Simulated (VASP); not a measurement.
A run of VASP 6.6.1:

Contents of INCAR:

```
ALGO     = Normal         # electronic algorithm
EDIFF    = 1E-6           # SCF threshold, eV
ENCUT    = 520            # plane-wave cutoff, eV
GGA      = PE             # functional
ISIF     = 2              # what is computed and relaxed
ISMEAR   = 0              # smearing method
ISPIN    = 2              # spin polarisation
LASPH    = True           # aspherical terms in the spheres
LCHARG   = False          # write CHGCAR
LMAXMIX  = 4              # l up to which the mixer works
LORBIT   = 11             # projections on sites
LREAL    = False          # projectors in reciprocal space
LWAVE    = False          # write WAVECAR
MAGMOM   = 0.55 0 0 0 0   # initial moments
NBANDS   = 32             # bands
NELM     = 150            # most SCF steps
PREC     = Accurate       # precision mode
SIGMA    = 0.1            # smearing width, eV
```

Contents of KPOINTS:

```
k-points
0
Gamma
  6 6 4
```

POSCAR

```
TaF4
1.0
    3.5569248299      0.0000000000      0.0000000000
    0.0000000000      3.5569248299      0.0000000000
    0.0000000000      0.0000000000      6.2196411146
Ta F
1 4
Direct
    0.0000000000      0.0000000000      0.0000000000
    0.5000000000      0.0000000000      0.1819647055
    0.0000000000      0.5000000000      0.8180352945
    0.5000000000      0.0000000000      0.8180352945
    0.0000000000      0.5000000000      0.1819647055
```

Potentials or basis: VASP PAW PBE potentials, release 64 (Ta_pv, F).

The run is started by

```sh
$ cat potpaw_PBE.64/Ta_pv/POTCAR potpaw_PBE.64/F/POTCAR > POTCAR
$ mpirun -np 1 vasp_std > vasp.out
```

Hardware: 1 thread of Intel(R) Xeon(R) 6975P-C (Granite Rapids) (shared host).

Q: Estimate the wall time of this run.

A: It took 70 s on 1 thread of Intel(R) Xeon(R) 6975P-C (Granite Rapids) (shared host), peak memory 0.28 GiB. Counts: scf iterations 17, k points 30.
